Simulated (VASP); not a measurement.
Wanted: the native input for a VASP 6.6.1 run.

```
Task                   : single point
Functional             : r2SCAN
Potentials or basis    : VASP PAW PBE potentials, release 64 (Ta_pv, N)
Cutoff                 : 660 eV
k mesh                 : 2 × 2 × 2
Occupations            : fermi-dirac, width 0.1 eV
Spin                   : no spin polarisation
Dipole correction      : no
Further INCAR settings : ALGO = Normal; EDIFF = 1e-06; NBANDS = 78
```

The system is TaN.

```
Ta N
1.0
     5.87600    0.00000    0.00000
    -2.93800    5.08877    0.00000
     0.00000    0.00000    5.76600
Ta N
8 8
Direct
  0.16667 0.33333 0.25000
  0.16667 0.33333 0.75000
  0.16667 0.83333 0.25000
  0.16667 0.83333 0.75000
  0.66667 0.33333 0.25000
  0.66667 0.33333 0.75000
  0.66667 0.83333 0.25000
  0.66667 0.83333 0.75000
  0.00000 0.00000 0.00000
  0.00000 0.00000 0.50000
  0.00000 0.50000 0.00000
  0.00000 0.50000 0.50000
  0.50000 0.00000 0.00000
  0.50000 0.00000 0.50000
  0.50000 0.50000 0.00000
  0.50000 0.50000 0.50000
```

One way to write it, as run:

POSCAR

```
TaN
1.0
    5.8760000043      0.0000000000      0.0000000000
   -2.9380000021      5.0887652763      0.0000000000
    0.0000000000      0.0000000000      5.7660000000
Ta N
8 8
Direct
    0.1666666667      0.3333333333      0.2500000000
    0.1666666667      0.3333333333      0.7500000000
    0.1666666667      0.8333333333      0.2500000000
    0.1666666667      0.8333333333      0.7500000000
    0.6666666667      0.3333333333      0.2500000000
    0.6666666667      0.3333333333      0.7500000000
    0.6666666667      0.8333333333      0.2500000000
    0.6666666667      0.8333333333      0.7500000000
    0.0000000000      0.0000000000      0.0000000000
    0.0000000000      0.0000000000      0.5000000000
    0.0000000000      0.5000000000      0.0000000000
    0.0000000000      0.5000000000      0.5000000000
    0.5000000000      0.0000000000      0.0000000000
    0.5000000000      0.0000000000      0.5000000000
    0.5000000000      0.5000000000      0.0000000000
    0.5000000000      0.5000000000      0.5000000000
```

INCAR.step1

```
SYSTEM = TaN
PREC = Accurate
ENCUT = 660
ISMEAR = -1
SIGMA = 0.1
LREAL = .False.
LASPH = .True.
NELM = 120
NBANDS = 78
GGA = PE
ALGO = Normal
EDIFF = 1E-5
LWAVE = .True.
LCHARG = .False.
GGA_COMPAT = .False.
```

INCAR.step2

```
SYSTEM = TaN
PREC = Accurate
ENCUT = 660
EDIFF = 1E-6
ISMEAR = -1
SIGMA = 0.1
LREAL = .False.
LASPH = .True.
NELM = 120
ALGO = Normal
ISIF = 2
LWAVE = .False.
LCHARG = .False.
METAGGA = R2SCAN
LMIXTAU = .True.
NBANDS = 78
ISTART = 1
GGA_COMPAT = .False.
```

KPOINTS

```
Automatic mesh
0
Gamma
  2 2 2
  0 0 0
```

Potentials or basis: VASP PAW PBE potentials, release 64 (Ta_pv, N).

The run is started by

```console
$ cat potpaw_PBE.64/Ta_pv/POTCAR potpaw_PBE.64/N/POTCAR > POTCAR
$ cp INCAR.step1 INCAR
$ mpirun -np 1 vasp_std > vasp.out
$ cp INCAR.step2 INCAR
$ mpirun -np 1 vasp_std > vasp.out
```

It gave:

```
Pressure               : 2.1 GPa
Band gap on the k mesh : zero (filled and empty bands touch)
```

Caveat: the k points lie up to 0.62 Å⁻¹ apart; the PAW data sets were made with another functional, which shifts forces and pressure a little; spin-orbit coupling is left out, which moves the levels of the heavy elements.

It took 4.3 min on 1 thread of AMD EPYC 9R45 96-Core Processor (Zen 5), on a shared host, peak memory 0.38 GiB.
